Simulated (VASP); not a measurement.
Write the native input for VASP 6.6.1 that does the following.

| Item | Value |
| --- | --- |
| Task | relaxation of cell and atoms |
| Functional | PBE |
| Potentials or basis | VASP PAW PBE potentials, release 64 (Al, N) |
| Cutoff | 600 eV |
| k mesh | 12 × 12 × 12 |
| Occupations | gaussian, width 0.1 eV |
| Spin | no spin polarisation |
| Dipole correction | no |
| Further INCAR settings | ALGO = Normal; EDIFF = 1e-06; IBRION = 2; EDIFFG = -0.01; NSW = 100; ISIF = 3 |

The structure of Al4N3 lies in POSCAR:

```
Al4N3
1.0
    1.4513576870      0.8379417513      9.1841979541
   -1.4513576870      0.8379417513      9.1841979541
    0.0000000000     -1.6758835026      9.1841979541
Al N
4 3
Direct
    0.8715249230      0.8715249230      0.8715249230
    0.2906661728      0.2906661728      0.2906661728
    0.1284750770      0.1284750770      0.1284750770
    0.7093338272      0.7093338272      0.7093338272
    0.5815939025      0.5815939025      0.5815939025
    0.4184060975      0.4184060975      0.4184060975
    0.0000000000      0.0000000000      0.0000000000
```

These files were run (other wordings do the same):

INCAR

```
SYSTEM = Al4N3
PREC = Accurate
ENCUT = 600
EDIFF = 1E-6
ISMEAR = 0
SIGMA = 0.1
LREAL = .False.
LASPH = .True.
NELM = 100
ALGO = Normal
ISIF = 3
LWAVE = .False.
LCHARG = .False.
GGA = PE
IBRION = 2
NSW = 100
EDIFFG = -0.01
```

KPOINTS

```
Automatic mesh
0
Gamma
  12 12 12
  0 0 0
```

Potentials or basis: VASP PAW PBE potentials, release 64 (Al, N).

The run is started by

```console
$ cat potpaw_PBE.64/Al/POTCAR potpaw_PBE.64/N/POTCAR > POTCAR
$ mpirun -np 1 vasp_std > vasp.out
```

Results of the run:

* Relaxed volume: 9.54 Å³/atom
* Relaxed cell: a = 9.324 Å, b = 9.324 Å, c = 9.324 Å, α = 17.89°, β = 17.89°, γ = 17.89°
* Space group after relaxing (to 0.05 Å): R-3m (No. 166)
* Energy gained by relaxing: 0.1 meV/atom
* Ionic steps: 6
* Pressure after relaxing: 0.0 GPa
* Largest force after relaxing: 0.007 eV/Å

It took 62 min on 1 thread of Intel(R) Xeon(R) 6975P-C (Granite Rapids), with other jobs on the host, peak memory 1.1 GiB.
